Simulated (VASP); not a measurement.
**PbS: single point with PBEsol**

Slab: PbS, a slab with vacuum.

```xyz
4
Lattice="2.9405 -2.9000 0.0000 2.9405 2.9000 0.0000 -1.0801 0.0000 11.7093" Properties=species:S:1:pos:R:3 pbc="T T T"
Pb    3.8740    0.0000    7.4516
Pb    0.9270    0.0000    4.2577
S     0.9319    0.0000    7.0092
S     3.8690    0.0000    4.7001
```

| Item | Value |
| --- | --- |
| Program | VASP 6.6.1 |
| Task | single point |
| Functional | PBEsol |
| Potentials or basis | VASP PAW PBE potentials, release 64 (Pb_d, S) |
| Cutoff | 520 eV |
| k mesh | 4 × 4 × 2 |
| Occupations | gaussian, width 0.01 eV |
| Spin | no spin polarisation |

The largest force is 0.673 eV/Å and the band gap on the k mesh is 1.26 eV, direct.

Forces on the atoms (eV/Å):
```
Pb  -0.001  0.000 -0.673
Pb   0.001  0.000  0.673
S   -0.004  0.000 -0.228
S    0.004  0.000  0.228
```

Levels at points of the mesh, in eV from the valence-band top:
| k point | band 16 | band 17 | band 18 | band 19 | band 20 | band 21 | band 22 | band 23 | band 24 | band 25 |
| --- | --- | --- | --- | --- | --- | --- | --- | --- | --- | --- |
| (0.00, 0.00, 0.00) | -2.59 | -2.44 | -1.46 | -1.34 | 0.00 | 1.38 | 3.15 | 4.85 | 5.15 | 5.40 |
| (0.50, 0.00, 0.00) | -1.95 | -1.01 | -1.01 | -0.37 | -0.37 | 2.02 | 2.02 | 3.09 | 3.09 | 3.36 |
| (0.50, 0.50, 0.00) | -4.30 | -2.97 | -2.94 | -1.55 | -1.44 | 3.70 | 3.81 | 4.58 | 4.65 | 4.65 |
| (0.00, 0.00, 0.50) | -2.59 | -2.44 | -1.46 | -1.34 | 0.00 | 1.26 | 3.87 | 4.49 | 4.85 | 5.15 |
| (0.50, 0.00, 0.50) | -1.95 | -1.01 | -1.01 | -0.37 | -0.37 | 2.01 | 2.02 | 3.09 | 3.09 | 3.32 |
| (0.50, 0.50, 0.50) | -4.30 | -2.97 | -2.94 | -1.55 | -1.44 | 3.69 | 3.79 | 4.59 | 4.64 | 4.69 |

Wall time 58 s on 1 thread of Intel(R) Xeon(R) 6975P-C (Granite Rapids) (shared host), peak memory 0.3 GiB.

Caveat: the PAW data sets were made with another functional, which shifts forces and pressure a little; spin-orbit coupling is left out, which moves the levels of the heavy elements.
